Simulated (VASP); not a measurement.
# SbSeBr3: single point with PBE

Crystal: SbSeBr3.

```
Sb Se Br
1.0
     4.68618    2.70557    4.10197
    -4.68618    2.70557    4.10197
     0.00000   -5.41114    4.10197
Sb Se Br
1 1 3
Direct
  0.70817 0.70817 0.70817
  0.50658 0.50658 0.50658
  0.63384 0.07651 0.63384
  0.63384 0.63384 0.07651
  0.07651 0.63384 0.63384
```

The cell was generated, and may not be a known phase.

```json
{
  "Program": "VASP 6.6.1",
  "Task": "single point",
  "Functional": "PBE",
  "Potentials or basis": "VASP PAW PBE potentials, release 64 (Sb, Se, Br)",
  "Cutoff": "520 eV",
  "k mesh": "6 × 6 × 6",
  "Occupations": "gaussian, width 0.01 eV",
  "Spin": "no spin polarisation"
}
```

- Pressure: 0.0 GPa
- Largest force: 0.023 eV/Å
- Band gap on the k mesh: 0.13 eV (least direct gap 0.25 eV)

Forces on the atoms (eV/Å):
```
Sb   0.000  0.000  0.023
Se   0.000  0.000 -0.018
Br   0.008 -0.004 -0.002
Br   0.000  0.009 -0.002
Br  -0.008 -0.004 -0.002
```

Levels at points of the mesh, in eV from the valence-band top:
```csv
k point,band 14,band 15,band 16,band 17,band 18,band 19
"(0.00, 0.00, 0.00)",-1.84,-0.11,-0.11,0.13,2.95,2.95
"(0.50, 0.00, 0.00)",-1.77,-1.25,0.00,0.97,2.97,3.08
"(0.50, 0.50, 0.00)",-1.79,-0.90,-0.84,1.20,3.09,3.53
"(0.50, 0.50, 0.50)",-1.73,-1.18,-1.18,0.93,3.29,3.81
```

Run time: 2.7 min on 1 thread of Intel(R) Xeon(R) 6975P-C (Granite Rapids) (shared host), peak memory 0.57 GiB.

Caveat: semilocal functionals underestimate gaps, and a narrow one can read as zero; spin-orbit coupling is left out, which moves the levels of the heavy elements. A k mesh can miss the band edges.
